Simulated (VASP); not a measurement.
# Si2F3 (P6/mmm) in VASP: further runs, part 2 of 2

VASP 6.6.1. The steps go on from the part before.

## 4. Single point, PBE, collinear spin, ferromagnetic start

Contents of INCAR:

```
PREC = Accurate
ENCUT = 520
EDIFF = 1E-7
ISMEAR = 0
SIGMA = 0.1
LREAL = F
LASPH = T
NELM = 150
ALGO = Normal
ISIF = 2
LWAVE = F
LCHARG = T
ISPIN = 2
MAGMOM = 0 0 1 1 1
LORBIT = 11
GGA = PE
LELF = T
LVHAR = T
NBANDS = 26
```

Contents of KPOINTS:

```
regular mesh
0
Gamma
  6 6 6
```

Contents of POSCAR:

```
Si2F3
1.0
    4.4424304829      0.0000000000      0.0000000000
   -2.2212152414      3.8472576527      0.0000000000
    0.0000000000      0.0000000000      3.6001977667
Si F
2 3
Direct
    0.3333333333      0.6666666667      0.5000000000
    0.6666666667      0.3333333333      0.5000000000
    0.3333333333      0.6666666667      0.0000000000
    0.6666666667      0.3333333333      0.0000000000
    0.0000000000      0.0000000000      0.0000000000
```

Potentials or basis: VASP PAW PBE potentials, release 64 (Si, F).

Run with:

```sh
> cat potpaw_PBE.64/Si/POTCAR potpaw_PBE.64/F/POTCAR > POTCAR
> mpirun -np 1 vasp_std > vasp.out
```

OUTCAR:

```text
PREC = Accurate
   ENCUT = 520
   EDIFF = 1E-7
   ISMEAR = 0
   LREAL = F
   LASPH = T
   NELM = 150
   ISIF = 2
   ISPIN = 2
   LORBIT = 11
   GGA = PE

 ion  position               nearest neighbor table
   1  0.333  0.667  0.500-   3 1.80   3 1.80   2 2.56   2 2.56   2 2.56
   2  0.667  0.333  0.500-   4 1.80   4 1.80   1 2.56   1 2.56   1 2.56
   3  0.333  0.667  0.000-   1 1.80   1 1.80
   4  0.667  0.333  0.000-   2 1.80   2 1.80
   5  0.000  0.000  0.000-

  LATTYP: Found a hexagonal cell.
 ALAT       =     4.4424304829
 C/A-ratio  =     0.8104117286

  Lattice vectors:

 A1 = (   4.4424304829,   0.0000000000,   0.0000000000)
 A2 = (  -2.2212152414,   3.8472576527,   0.0000000000)
 A3 = (   0.0000000000,   0.0000000000,   3.6001977667)

Analysis of symmetry for initial positions (statically):
=====================================================================
 Subroutine PRICEL returns:
 Original cell was already a primitive cell.

[... 1596 lines left out ...]

 [... further k-points ...]
[... 5 lines left out ...]
  --------------------------------------------------------------------------------------
  -------------------------------------------------------------------------------------
  Total       -0.1217529     -0.1217529      0.2358636     -0.0000000     -0.0000000      0.0000000
  in kB       -3.1702360     -3.1702360      6.1414828     -0.0000000     -0.0000000      0.0000000
  external PRESSURE =      -0.0663297 kB  Pullay stress =       0.0000000 kB

 VOLUME and BASIS-vectors are now :
 -----------------------------------------------------------------------------
  energy-cutoff  :      520.00
  volume of cell :       61.53
      direct lattice vectors                 reciprocal lattice vectors
     4.442430483  0.000000000  0.000000000     0.225102003  0.129962702  0.000000000
    -2.221215241  3.847257653  0.000000000     0.000000000  0.259925404  0.000000000
     0.000000000  0.000000000  3.600197767     0.000000000  0.000000000  0.277762519

 POSITION                                       TOTAL-FORCE (eV/Angst)
 -----------------------------------------------------------------------------------
     -0.00000      2.56484      1.80010        -0.000000      0.000000      0.000000
      2.22122      1.28242      1.80010         0.000000      0.000000      0.000000
     -0.00000      2.56484      0.00000        -0.000000      0.000000      0.000000
      2.22122      1.28242      0.00000         0.000000      0.000000     -0.000000
      0.00000      0.00000      0.00000        -0.000000      0.000000      0.000000
 -----------------------------------------------------------------------------------
    total drift:                               -0.000000      0.000000      0.000000

  FREE ENERGIE OF THE ION-ELECTRON SYSTEM (eV)
  ---------------------------------------------------
  free  energy   TOTEN  =       -22.7575369167 eV

  energy  without entropy=      -22.7510802794  energy(sigma->0) =      -22.75430860

 total charge

# of ion       s       p       d       tot
------------------------------------------
    1        0.788   0.654   0.000   1.442
    2        0.788   0.654   0.000   1.442
    3        1.748   4.403   0.000   6.152
    4        1.748   4.403   0.000   6.152
    5        1.741   4.279   0.000   6.020
--------------------------------------------------
tot          6.814  14.394   0.000  21.208

 magnetization (x)

# of ion       s       p       d       tot
------------------------------------------
    1       -0.000   0.000   0.000   0.000
    2       -0.000   0.000   0.000   0.000
    3       -0.000   0.000   0.000   0.000
    4       -0.000   0.000   0.000   0.000
    5        0.000   0.000   0.000   0.000
--------------------------------------------------
tot         -0.000   0.000   0.000   0.000
```

stdout:

```text
POSCAR found type information on POSCAR SiF
 POSCAR found :  2 types and       5 ions
 scaLAPACK will be used
 LDA part: xc-table for (Slater+PW92), standard interpolation
 POSCAR, INCAR and KPOINTS ok, starting setup
 FFT: planning ... GRIDC
 FFT: planning ... GRID_SOFT
 FFT: planning ... GRID
 WAVECAR not read
 entering main loop
```

Wall time 43 s (1 thread of Intel Xeon 6975P-C (Granite Rapids), shared host); peak memory 0.23 GiB.

Results:

```yaml
Free_energy: -22.7575 eV
Pressure: 0.0 GPa
Net_moment: 0.00 μB per cell
Valence_electrons_inside_the_program's_atomic_spheres: Si 1.44; F 6.15, 6.02
```

Levels at points of the mesh, in eV from the Fermi level:
Spin up:
```
           k point  band 10  band 11  band 12  band 13  band 14  band 15  band 16  band 17  band 18  band 19
(0.00, 0.00, 0.00)    -5.06    -0.94    -0.84    -0.84     1.01     1.01     1.39     5.01     5.01     9.17
(0.50, 0.00, 0.00)    -4.23    -3.18    -1.00    -0.83    -0.71     0.62     3.03     8.53     8.86     9.28
(0.00, 0.00, 0.50)    -3.21    -0.70    -0.70    -0.66    -0.56    -0.56     3.79     3.79     4.34     4.68
(0.50, 0.00, 0.50)    -3.10    -2.21    -1.36    -0.98    -0.66    -0.51     4.37     6.19     7.24     7.86
```
Spin down:
| k point | band 11 | band 12 | band 13 | band 14 | band 15 | band 16 | band 17 | band 18 |
| --- | --- | --- | --- | --- | --- | --- | --- | --- |
| (0.00, 0.00, 0.00) | -0.94 | -0.84 | -0.84 | 1.01 | 1.01 | 1.39 | 5.01 | 5.01 |
| (0.50, 0.00, 0.00) | -3.18 | -1.00 | -0.83 | -0.71 | 0.62 | 3.03 | 8.53 | 8.86 |
| (0.00, 0.00, 0.50) | -0.70 | -0.70 | -0.66 | -0.56 | -0.56 | 3.79 | 3.79 | 4.34 |
| (0.50, 0.00, 0.50) | -2.21 | -1.36 | -0.98 | -0.66 | -0.51 | 4.37 | 6.19 | 7.23 |

## 5. Relaxation of cell and atoms, PBE

Contents of INCAR:

```
  PREC = Accurate
  ENCUT = 600
  EDIFF = 1E-6
  ISMEAR = 0
  SIGMA = 0.1
  LREAL = False
  LASPH = True
  NELM = 80
  ALGO = Normal
  ISIF = 3
  LWAVE = False
  LCHARG = False
  GGA = PE
  IBRION = 2
  NSW = 100
  EDIFFG = -0.01
```

Contents of KPOINTS:

```
Automatic mesh
0
Gamma
  12 12 10
```

POSCAR is that of step 4.

Run with:

```sh
> cat potpaw_PBE.64/Si/POTCAR potpaw_PBE.64/F/POTCAR > POTCAR
> mpirun -np 1 vasp_std > vasp.out
```

Wall time 2.3 min (1 thread of Intel Xeon 6975P-C (Granite Rapids), shared host); peak memory 0.27 GiB.

The run converged. Its results:

- Free energy: -22.7526 eV
- Relaxed volume: 12.24 Å³/atom
- Relaxed cell: a = 4.428 Å, b = 4.428 Å, c = 3.603 Å, α = 90.00°, β = 90.00°, γ = 120.00°
- Space group after relaxing (to 0.05 Å): P6/mmm (No. 191)
- Energy gained by relaxing: 0.2 meV/atom
- Ionic steps: 4
- Pressure after relaxing: 0.1 GPa

Step by step:
```csv
step,energy change (eV),largest force (eV/Å),pressure (GPa),volume (Å³)
1,0.0000,0.0000,-0.24,61.53
2,-0.0006,0.0000,-0.33,61.37
3,-0.0007,0.0000,-0.29,61.40
4,-0.0009,0.0000,0.05,61.18
```

Final structure:
```yaml
crystal:
  lattice:
    - [4.42825, 0.00000, 0.00000]
    - [-2.21412, 3.83497, 0.00000]
    - [0.00000, 0.00000, 3.60254]
  atoms:
    - { symbol: Si, position: [0.33333, 0.66667, 0.50000] }
    - { symbol: Si, position: [0.66667, 0.33333, 0.50000] }
    - { symbol: F, position: [0.33333, 0.66667, 0.00000] }
    - { symbol: F, position: [0.66667, 0.33333, 0.00000] }
    - { symbol: F, position: [0.00000, 0.00000, 0.00000] }
```

Levels at points of the mesh, in eV from the Fermi level:
| k point | band 11 | band 12 | band 13 | band 14 | band 15 | band 16 | band 17 | band 18 |
| --- | --- | --- | --- | --- | --- | --- | --- | --- |
| (0.00, 0.00, 0.00) | -0.93 | -0.80 | -0.80 | 1.04 | 1.04 | 1.49 | 5.05 | 5.05 |
| (0.50, 0.00, 0.00) | -3.14 | -1.00 | -0.79 | -0.68 | 0.65 | 3.08 | 8.62 | 8.98 |
| (0.00, 0.00, 0.50) | -0.66 | -0.66 | -0.64 | -0.53 | -0.53 | 3.83 | 3.83 | 4.37 |
| (0.50, 0.00, 0.50) | -2.18 | -1.34 | -0.95 | -0.62 | -0.49 | 4.43 | 6.22 | 7.28 |

Caveat: an odd number of electrons without spin polarisation forces a metal; a magnetic or distorted state may lie lower.

## 6. The runs side by side

| task | spin | cell | k mesh | cutoff (eV) | gap on the mesh (eV) | pressure (GPa) | moment (μB) |
| --- | --- | --- | --- | --- | --- | --- | --- |
| single point | off | a = 4.438, b = 4.438, c = 3.602 Å, angles 90.0, 90.0, 120.0°, 5 atoms | 12 × 12 × 10 | 520 | none | -0.1 | - |
| single point | collinear, ferromagnetic start | a = 4.594, b = 4.594, c = 2.549 Å, angles 90.0, 90.0, 120.0°, 5 atoms | 6 × 6 × 6 | 520 | none | 197.4 | 0.00 |
| single point | collinear, ferromagnetic start | a = 4.442, b = 4.442, c = 3.600 Å, angles 90.0, 90.0, 120.0°, 5 atoms | 6 × 6 × 6 | 520 | none | 0.0 | 0.00 |
| relaxation of cell and atoms | off | relaxed from a = 4.442, b = 4.442, c = 3.600 Å, angles 90.0, 90.0, 120.0°, 5 atoms | 12 × 12 × 10 | 600 | none | 0.1 | - |

Alike in all rows: level PBE; potentials or basis VASP PAW PBE potentials, release 64 (Si, F); smearing gaussian 0.1 eV.

Caveats: some runs use coarse meshes; an odd number of electrons without spin polarisation forces a metal (some runs); a magnetic or distorted state may lie lower (some runs).

Absolute energies hang on the potentials; compare differences alone.
